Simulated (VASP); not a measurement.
# SnO (P4/nmm) in VASP: a series of runs

Runs on SnO. Level: PBEsol. Tasks: single point.

All numbers are computed with VASP 6.6.1; they aren't measurements. Logs are shortened: lines on timing, memory, paths and dates and some standing lists are left out, and cuts for length are marked.

**1. The cell of the first run**

The structure is tetragonal, space group P4/nmm (No. 129). Conventional cell: a = 3.801 Å, b = 3.801 Å, c = 4.735 Å, α = 90.00°, β = 90.00°, γ = 90.00°. Within 2.9 Å of Sn (site symmetry 4mm) lie 4 O at 2.22 Å. O (site symmetry -4m2) has 4 Sn at 2.22 Å and 4 O at 2.69 Å within 2.9 Å.

**2. Single point, PBEsol, non-collinear spin, zero start, spin-orbit coupling**

Input file INCAR:

```
SYSTEM = SnO
  PREC = Accurate
  ENCUT = 600
  EDIFF = 1E-6
  ISMEAR = -1
  SIGMA = 0.15
  LREAL = .FALSE.
  LASPH = .TRUE.
  NELM = 200
  ALGO = Normal
  ISIF = 2
  LWAVE = .FALSE.
  LCHARG = .FALSE.
  MAGMOM = 0 0 0 0 0 0 0 0 0 0 0 0
  LORBIT = 11
  LSORBIT = .TRUE.
  GGA_COMPAT = .FALSE.
  LORBMOM = .TRUE.
  GGA = PS
  NBANDS = 54
  KPAR = 4
```

Input file KPOINTS:

```
Automatic mesh
0
G
  12 12 10
  0 0 0
```

Input file POSCAR:

```
SnO
1.0
    3.8008284495      0.0000000000      0.0000000000
    0.0000000000      3.8008284495      0.0000000000
    0.0000000000      0.0000000000      4.7352583715
Sn O
2 2
Direct
    0.5000000000      0.0000000000      0.2439022707
    0.0000000000      0.5000000000      0.7560977293
    0.0000000000      0.0000000000      0.0000000000
    0.5000000000      0.5000000000      0.0000000000
```

Potentials or basis: VASP PAW PBE potentials, release 64 (Sn_d, O).

On the command line:

```console
cat potpaw_PBE.64/Sn_d/POTCAR potpaw_PBE.64/O/POTCAR > POTCAR
mpirun -np 4 vasp_ncl > vasp.out
```

OUTCAR:

```text
SYSTEM = SnO
   PREC = Accurate
   ENCUT = 600
   EDIFF = 1E-6
   ISMEAR = -1
   LREAL = .FALSE.
   LASPH = .TRUE.
   NELM = 200
   ISIF = 2
   LORBIT = 11
   LSORBIT = .TRUE.
   GGA = PS

 ion  position               nearest neighbor table
   1  0.500  0.000  0.244-   3 2.22   4 2.22   4 2.22   3 2.22   2 3.54   2 3.54   2 3.54   2 3.54
                             2 3.62   2 3.62   2 3.62   2 3.62
   2  0.000  0.500  0.756-   3 2.22   4 2.22   3 2.22   4 2.22   1 3.54   1 3.54   1 3.54   1 3.54
                             1 3.62   1 3.62   1 3.62   1 3.62
   3  0.000  0.000  0.000-   1 2.22   2 2.22   2 2.22   1 2.22
   4  0.500  0.500  0.000-   1 2.22   2 2.22   1 2.22   2 2.22

  LATTYP: Found a simple tetragonal cell.
 ALAT       =     3.8008284495
 C/A-ratio  =     1.2458490128

  Lattice vectors:

 A1 = (   3.8008284495,   0.0000000000,   0.0000000000)
 A2 = (   0.0000000000,   3.8008284495,   0.0000000000)
 A3 = (   0.0000000000,   0.0000000000,   4.7352583715)

Analysis of symmetry for initial positions (statically):
=====================================================================
 Subroutine PRICEL returns:
 Original cell was already a primitive cell.

 Routine SETGRP: Setting up the symmetry group for a
 simple tetragonal supercell.

 Subroutine GETGRP returns: Found 16 space group operations
 (whereof  8 operations were pure point group operations)
 out of a pool of 16 trial point group operations.

The static configuration has the point symmetry D_2d.
 The point group associated with its full space group is D_4h.

Analysis of symmetry for dynamics (positions and initial velocities):
=====================================================================
 Subroutine PRICEL returns:
 Original cell was already a primitive cell.

 Routine SETGRP: Setting up the symmetry group for a
 simple tetragonal supercell.

 Subroutine GETGRP returns: Found 16 space group operations
 (whereof  8 operations were pure point group operations)
 out of a pool of 16 trial point group operations.

The dynamic configuration has the point symmetry D_2d.
 The point group associated with its full space group is D_4h.

Analysis of structural, dynamic, and magnetic symmetry:
=====================================================================
 Subroutine PRICEL returns:
 Original cell was already a primitive cell.

 Routine SETGRP: Setting up the symmetry group for a
 simple tetragonal supercell.

 Subroutine GETGRP returns: Found 16 space group operations
 (whereof  8 operations were pure point group operations)
 out of a pool of 16 trial point group operations.

The overall configuration has the point symmetry D_2d.
 The point group associated with its full space group is D_4h.

 Subroutine INISYM returns: Found 16 space group operations
 (whereof  8 operations are pure point group operations),
 and found     1 'primitive' translations

----------------------------------------------------------------------------------------

                                     Primitive cell

  volume of cell :      68.4069

  direct lattice vectors                    reciprocal lattice vectors
     3.800828449  0.000000000  0.000000000     0.263100535  0.000000000  0.000000000
     0.000000000  3.800828449  0.000000000     0.000000000  0.263100535  0.000000000
     0.000000000  0.000000000  4.735258371     0.000000000  0.000000000  0.211181718

  length of vectors
     3.800828449  3.800828449  4.735258371     0.263100535  0.263100535  0.211181718

  position of ions in fractional coordinates (direct lattice)
     0.500000000  0.000000000  0.243902271
     0.000000000  0.500000000  0.756097729
     0.000000000  0.000000000  0.000000000
     0.500000000  0.500000000  0.000000000

  ion indices of the primitive-cell ions
   primitive index   ion index
                 1           1
                 2           2
                 3           3
                 4           4

----------------------------------------------------------------------------------------

 KPOINTS: Automatic mesh

Automatic generation of k-mesh.
 Grid dimensions read from file:
 generate k-points for:   12   12   10
[... 115 lines left out ...]

 E-fermi :   7.4183     XC(G=0): -10.6297

 val. band max:        7.3131714061   @ k =   0.5000   0.5000   0.1000
 cond. band min:       7.4625562434   @ k =   0.5000   0.4167   0.0000
 fundamental gap:      0.1493848374
 Fermi energy:         7.4182903289

 k-point     1 :       0.0000    0.0000    0.0000
  band No.  band energies     occupation
      1     -14.9755      1.00000
      2     -14.9755      1.00000
      3     -14.8004      1.00000
      4     -14.8004      1.00000
      5     -14.7798      1.00000
      6     -14.7798      1.00000
[... 1309 lines left out ...]
     51      14.5939      0.00000
     52      14.5940      0.00000

 [... further k-points ...]

 [bands above 52 left out]

------------------------ aborting loop because EDIFF is reached ----------------------------------------

  FORCE on cell =-STRESS in cart. coord.  units (eV):
  Direction    XX          YY          ZZ          XY          YZ          ZX
  --------------------------------------------------------------------------------------
  -------------------------------------------------------------------------------------
  Total        0.0674920      0.0674920      0.0922422      0.0000000      0.0000000      0.0000000
  in kB        1.5807482      1.5807482      2.1604288      0.0000000      0.0000000      0.0000000
  external PRESSURE =       1.7739751 kB  Pullay stress =       0.0000000 kB

 VOLUME and BASIS-vectors are now :
 -----------------------------------------------------------------------------
  energy-cutoff  :      600.00
  volume of cell :       68.41
      direct lattice vectors                 reciprocal lattice vectors
     3.800828449  0.000000000  0.000000000     0.263100535  0.000000000  0.000000000
     0.000000000  3.800828449  0.000000000     0.000000000  0.263100535  0.000000000
     0.000000000  0.000000000  4.735258371     0.000000000  0.000000000  0.211181718

 POSITION                                       TOTAL-FORCE (eV/Angst)
 -----------------------------------------------------------------------------------
      1.90041      0.00000      1.15494        -0.000000     -0.000000      0.086545
      0.00000      1.90041      3.58032         0.000000     -0.000000     -0.086545
      0.00000      0.00000      0.00000        -0.000000      0.000000      0.000000
      1.90041      1.90041      0.00000        -0.000000     -0.000000      0.000000
 -----------------------------------------------------------------------------------
    total drift:                                0.000000      0.000000      0.000000

  FREE ENERGIE OF THE ION-ELECTRON SYSTEM (eV)
  ---------------------------------------------------
  free  energy   TOTEN  =       -24.3035812803 eV

  energy  without entropy=      -24.2868521488  energy(sigma->0) =      -24.29521671

 orbital moment (x)

 # of ion     p       d       tot
 ----------------------------------------
  1         0.000  -0.000  -0.000
  2         0.000   0.000   0.000
  3         0.000   0.000   0.000
  4         0.000   0.000   0.000
 ----------------------------------------
            0.000  -0.000  -0.000

 orbital moment (y)

 # of ion     p       d       tot
 ----------------------------------------
  1         0.000   0.000   0.000
  2         0.000   0.000   0.000
  3         0.000   0.000   0.000
  4         0.000   0.000   0.000
 ----------------------------------------
            0.000   0.000   0.000

 orbital moment (z)

 # of ion     p       d       tot
 ----------------------------------------
  1         0.000   0.000   0.000
  2         0.000  -0.000  -0.000
  3         0.000   0.000   0.000
  4         0.000   0.000   0.000
 ----------------------------------------
            0.000  -0.000   0.000

 Spin-Orbit-Coupling matrix elements

 Ion:    1  E_soc:     -0.0776778
 l=   1
     0.0000000    -0.0075341    -0.0056786
    -0.0075341     0.0000000    -0.0075341
    -0.0056786    -0.0075341     0.0000000
 l=   2
     0.0000000    -0.0012146     0.0000000    -0.0012146    -0.0047722
    -0.0012146     0.0000000    -0.0036719    -0.0011814    -0.0011828
     0.0000000    -0.0036719     0.0000000    -0.0036719     0.0000000
    -0.0012146    -0.0011814    -0.0036719     0.0000000    -0.0011828
    -0.0047722    -0.0011828     0.0000000    -0.0011828     0.0000000
 l=   3
     0.0000000     0.0000000     0.0000000     0.0000000     0.0000000     0.0000000     0.0000000
     0.0000000     0.0000000     0.0000000     0.0000000     0.0000000     0.0000000     0.0000000
     0.0000000     0.0000000     0.0000000     0.0000000     0.0000000     0.0000000     0.0000000
     0.0000000     0.0000000     0.0000000     0.0000000     0.0000000     0.0000000     0.0000000
[... 49 lines left out ...]
 l=   2
     0.0000000     0.0000000     0.0000000     0.0000000     0.0000000
     0.0000000     0.0000000     0.0000000     0.0000000     0.0000000
     0.0000000     0.0000000     0.0000000     0.0000000     0.0000000
     0.0000000     0.0000000     0.0000000     0.0000000     0.0000000
     0.0000000     0.0000000     0.0000000     0.0000000     0.0000000
 l=   3
     0.0000000     0.0000000     0.0000000     0.0000000     0.0000000     0.0000000     0.0000000
     0.0000000     0.0000000     0.0000000     0.0000000     0.0000000     0.0000000     0.0000000
     0.0000000     0.0000000     0.0000000     0.0000000     0.0000000     0.0000000     0.0000000
     0.0000000     0.0000000     0.0000000     0.0000000     0.0000000     0.0000000     0.0000000
     0.0000000     0.0000000     0.0000000     0.0000000     0.0000000     0.0000000     0.0000000
     0.0000000     0.0000000     0.0000000     0.0000000     0.0000000     0.0000000     0.0000000
     0.0000000     0.0000000     0.0000000     0.0000000     0.0000000     0.0000000     0.0000000

 total charge

# of ion       s       p       d       tot
------------------------------------------
    1        1.242   0.811  10.084  12.136
    2        1.242   0.811  10.084  12.136
    3        1.570   3.419   0.000   4.988
    4        1.570   3.419   0.000   4.988
--------------------------------------------------
tot          5.623   8.459  20.167  34.249

 magnetization (x)

# of ion       s       p       d       tot
------------------------------------------
    1        0.000   0.000   0.000   0.000
    2       -0.000   0.000   0.000  -0.000
    3        0.000   0.000   0.000   0.000
    4        0.000   0.000   0.000   0.000
--------------------------------------------------
tot          0.000   0.000   0.000   0.000

 magnetization (y)

# of ion       s       p       d       tot
------------------------------------------
    1        0.000   0.000   0.000   0.000
    2        0.000   0.000   0.000   0.000
    3        0.000   0.000   0.000   0.000
    4        0.000   0.000   0.000   0.000
--------------------------------------------------
tot          0.000   0.000   0.000   0.000

 magnetization (z)

# of ion       s       p       d       tot
------------------------------------------
    1        0.000   0.000   0.000   0.000
    2        0.000   0.000   0.000   0.000
    3       -0.000   0.000   0.000   0.000
    4        0.000  -0.000   0.000  -0.000
--------------------------------------------------
tot         -0.000   0.000   0.000  -0.000
```

Run time: 7.1 min. Hardware: 4 MPI ranks of Intel Xeon Platinum 8259CL at 2.50GHz (Skylake/Cascade Lake), shared host; peak memory 1 GiB.

Results:

| Quantity | Value |
| --- | --- |
| Free energy | -24.3036 eV |
| Pressure | 0.2 GPa |
| Largest force | 0.087 eV/Å |
| Net moment | 0.00 μB per cell |
| Valence electrons inside the program's atomic spheres | Sn 12.14; O 4.99 |

Forces on the atoms (eV/Å):
```
Sn   0.000  0.000  0.087
Sn   0.000  0.000 -0.087
O    0.000  0.000  0.000
O    0.000  0.000  0.000
```

Moments on the atoms (μB; x, y, z):
```
Sn  0.00 0.00 0.00
Sn  0.00 0.00 0.00
O   0.00 0.00 0.00
O   0.00 0.00 0.00
```

Caveat: the PAW data sets were made with another functional, which shifts forces and pressure a little.

**3. Single point, PBEsol (18.23 Å³/atom)**

This run uses another cell than the first one, of 18.23 Å³/atom.

Input file INCAR:

```
PREC     = Accurate       # precision mode
ENCUT    = 520            # plane-wave cutoff, eV
EDIFF    = 1E-6           # SCF threshold, eV
ISMEAR   = 0              # smearing method
SIGMA    = 0.1            # smearing width, eV
LREAL    = False          # projectors in reciprocal space
LASPH    = True           # aspherical terms in the spheres
NELM     = 100            # most SCF steps
ALGO     = Normal         # electronic algorithm
ISIF     = 2              # what is computed and relaxed
LWAVE    = False          # write WAVECAR
LCHARG   = False          # write CHGCAR
GGA      = PS             # functional
NBANDS   = 28             # bands
```

Input file KPOINTS:

```
Automatic mesh
0
Gamma
  12 12 10
```

Input file POSCAR:

```
SnO
1.0
    3.8301658226      0.0000000000      0.0000000000
    0.0000000000      3.8301658226      0.0000000000
    0.0000000000      0.0000000000      4.9719359539
Sn O
2 2
Direct
    0.5000000000      0.0000000000      0.2316610783
    0.0000000000      0.5000000000      0.7683389217
    0.0000000000      0.0000000000      0.0000000000
    0.5000000000      0.5000000000      0.0000000000
```

Potentials or basis: VASP PAW PBE potentials, release 64 (Sn_d, O).

On the command line:

```console
cat potpaw_PBE.64/Sn_d/POTCAR potpaw_PBE.64/O/POTCAR > POTCAR
mpirun -np 1 vasp_std > vasp.out
```

OUTCAR:

```text
PREC = Accurate
   ENCUT = 520
   EDIFF = 1E-6
   ISMEAR = 0
   LREAL = False
   LASPH = True
   NELM = 100
   ISIF = 2
   GGA = PS

 ion  position               nearest neighbor table
   1  0.500  0.000  0.232-   3 2.23   4 2.23   4 2.23   3 2.23   2 3.56   2 3.56   2 3.56   2 3.56

   2  0.000  0.500  0.768-   3 2.23   4 2.23   3 2.23   4 2.23   1 3.56   1 3.56   1 3.56   1 3.56

   3  0.000  0.000  0.000-   1 2.23   2 2.23   2 2.23   1 2.23
   4  0.500  0.500  0.000-   1 2.23   2 2.23   1 2.23   2 2.23
[... 947 lines left out ...]
  Direction    XX          YY          ZZ          XY          YZ          ZX
  --------------------------------------------------------------------------------------
  -------------------------------------------------------------------------------------
  Total       -0.6266637     -0.6266637     -0.5605496      0.0000000      0.0000000      0.0000000
  in kB      -13.7652616    -13.7652616    -12.3130020      0.0000000      0.0000000      0.0000000
  external PRESSURE =     -13.2811751 kB  Pullay stress =       0.0000000 kB

 VOLUME and BASIS-vectors are now :
 -----------------------------------------------------------------------------
  energy-cutoff  :      520.00
  volume of cell :       72.94
      direct lattice vectors                 reciprocal lattice vectors
     3.830165823  0.000000000  0.000000000     0.261085302  0.000000000  0.000000000
     0.000000000  3.830165823  0.000000000     0.000000000  0.261085302  0.000000000
     0.000000000  0.000000000  4.971935954     0.000000000  0.000000000  0.201128898

 POSITION                                       TOTAL-FORCE (eV/Angst)
 -----------------------------------------------------------------------------------
      1.91508      0.00000      1.15180         0.000000     -0.000000      0.080255
      0.00000      1.91508      3.82013         0.000000     -0.000000     -0.080255
      0.00000      0.00000      0.00000         0.000000      0.000000      0.000000
      1.91508      1.91508      0.00000         0.000000     -0.000000      0.000000
 -----------------------------------------------------------------------------------
    total drift:                                0.000000      0.000000      0.000000

  FREE ENERGIE OF THE ION-ELECTRON SYSTEM (eV)
  ---------------------------------------------------
  free  energy   TOTEN  =       -24.1950845452 eV

  energy  without entropy=      -24.1950373675  energy(sigma->0) =      -24.19506096
```

stdout:

```text
POSCAR found type information on POSCAR SnO
 POSCAR found :  2 types and       4 ions
 scaLAPACK will be used
 -----------------------------------------------------------------------------
|                                                                             |
|                                                                             |
|     You enforced a specific xc type in the INCAR file but a different       |
|     I HOPE YOU KNOW WHAT YOU ARE DOING!                                     |
|                                                                             |
 -----------------------------------------------------------------------------

 LDA part: xc-table for (Slater+PW92), standard interpolation
 POSCAR, INCAR and KPOINTS ok, starting setup
 FFT: planning ... GRIDC
 FFT: planning ... GRID_SOFT
 FFT: planning ... GRID
 WAVECAR not read
 entering main loop
```

Run time: 2.4 min. Hardware: 1 thread of Oxide Virtual Turin-like, shared host; peak memory 0.34 GiB.

What came out:

```
Free energy            : -24.1951 eV
Pressure               : -1.3 GPa
Largest force          : 0.080 eV/Å
Band gap on the k mesh : 0.28 eV (least direct gap 1.90 eV)
```

Forces on the atoms (eV/Å):
```
Sn   0.000  0.000  0.080
Sn   0.000  0.000 -0.080
O    0.000  0.000  0.000
O    0.000  0.000  0.000
```

Caveat: semilocal functionals underestimate gaps, and a narrow one can read as zero; the PAW data sets were made with another functional, which shifts forces and pressure a little; spin-orbit coupling is left out, which moves the levels of the heavy elements. A k mesh can miss the band edges.
